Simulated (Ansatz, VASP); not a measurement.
## One calculation of PbS, two programs

INCAR

```
ALGO     = Normal         # electronic algorithm
EDIFF    = 1E-6           # SCF threshold, eV
EDIFFG   = -0.04          # ionic threshold
ENCUT    = 600            # plane-wave cutoff, eV
GGA      = PE             # functional
IBRION   = 2              # ionic algorithm
ISIF     = 3              # what is computed and relaxed
ISMEAR   = 0              # smearing method
LASPH    = True           # aspherical terms in the spheres
LCHARG   = False          # write CHGCAR
LREAL    = False          # projectors in reciprocal space
LWAVE    = False          # write WAVECAR
NELM     = 100            # most SCF steps
NSW      = 90             # ionic steps
PREC     = Accurate       # precision mode
SIGMA    = 0.1            # smearing width, eV
```

KPOINTS

```
k-points
0
Gamma
  6 6 4
```

File POSCAR:

```
PbS
1.0
    4.3391401000      0.0000000000      0.0000000000
   -2.1695700500      3.7578055600      0.0000000000
    0.0000000000      0.0000000000      7.0929922900
Pb S
3 3
Direct
    0.1620798500      0.8379201500      0.6666666700
    0.1620798500      0.3241597000      0.3333333300
    0.6758403000      0.8379201500      0.0000000000
    0.8379201500      0.1620798500      0.6666666700
    0.8379201500      0.6758403000      0.3333333300
    0.3241597000      0.1620798500      0.0000000000
```

Input for Ansatz:

```yaml
crystal:
  lattice:
    - [4.3391401, 0.0, 0.0]
    - [-2.16957005, 3.75780556, 0.0]
    - [0.0, 0.0, 7.09299229]
  atoms:
    - { symbol: Pb, position: [0.16207985, 0.83792015, 0.66666667] }
    - { symbol: Pb, position: [0.16207985, 0.3241597, 0.33333333] }
    - { symbol: Pb, position: [0.6758403, 0.83792015, 0.0] }
    - { symbol: S, position: [0.83792015, 0.16207985, 0.66666667] }
    - { symbol: S, position: [0.83792015, 0.6758403, 0.33333333] }
    - { symbol: S, position: [0.3241597, 0.16207985, 0.0] }
basis:
  ecutwfc: 420
kpoints:
  mp_grid: { grid: [6, 6, 4] }
hamiltonian:
  xc: pbe
scf:
  occupations: { method: gaussian, width: 0.1 }
  lower_state_search: "off"
output:
  forces: true
  stress: true
  eigenvalues: true
relax:
  adjacent_minimum: "off"
  f_tol: 0.04
  max_steps: 70
  cell: { stress_tol: 0.4 }
```

Alike in both runs: task relaxation of cell and atoms; functional PBE; k mesh 6 × 6 × 4; occupations gaussian, width 0.1 eV; no spin polarisation.

|  | VASP | Ansatz |
| --- | --- | --- |
| version | VASP 6.6.1 | Ansatz 0.2.0 |
| potentials or method | VASP PAW PBE potentials, release 64 (Pb_d, S), cutoff 600 eV | scalar-relativistic, plane waves, PAW |
| valence electrons in the cell | 60 | 60 |

```tsv
	VASP	Ansatz	Ansatz less VASP
gap on the k mesh at the Fermi level, each at its own relaxed structure (eV)	0.17	0.24	+0.072
relaxed volume (Å³/atom)	30.39	30.35	-0.036
relaxed length of the cell vector where the two differ most in proportion (Å)	8.517	8.471	-0.0454
```

Neither program's run includes spin-orbit coupling. Noted on VASP's run: the volume moved by over 15 % at a fixed basis, so the end points are rough.
